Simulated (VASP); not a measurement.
Runs of VASP 6.6.1 on NiSb. The structure is that of space group P6_3/mmc (No. 194), or close to it. The cells are those of the table. 

```csv
cell,gap on the mesh (eV),pressure (GPa)
"a = 3.928, b = 3.928, c = 5.120 Å, angles 90.0, 90.0, 120.0°, 4 atoms",none,3.7
"a = 3.980, b = 3.980, c = 5.187 Å, angles 90.0, 90.0, 120.0°, 4 atoms",none,(a)
"a = 3.646, b = 3.646, c = 4.753 Å, angles 90.0, 90.0, 120.0°, 4 atoms",none,53.1
"a = 3.820, b = 3.820, c = 4.980 Å, angles 90.0, 90.0, 120.0°, 4 atoms",none,(b)
"a = 4.231, b = 4.231, c = 5.515 Å, angles 90.0, 90.0, 120.0°, 4 atoms",none,-13.4
"a = 3.875, b = 3.875, c = 5.051 Å, angles 90.0, 90.0, 120.0°, 4 atoms",none,9.5
"a = 3.735, b = 3.735, c = 4.869 Å, angles 90.0, 90.0, 120.0°, 4 atoms",none,31.6
```

Alike in all rows: task single point; level PBE; potentials or basis VASP PAW PBE potentials, release 64 (Ni, Sb); no spin polarisation; k mesh 10 × 10 × 7; cutoff (eV) 520; smearing fermi-dirac 0.05 eV.

Q: Fill in the values left out.

A: (a) -0.9; (b) 16.8.

Caveats: spin-orbit coupling is left out, which moves the levels of the heavy elements; the cell stands under pressure (at least some runs); the cell stands under tension (at least some runs).

A k mesh can miss the band edges, and the runs leave out spin-orbit coupling on Sb.

A gap of «none» marks levels without a gap at the run's occupations.
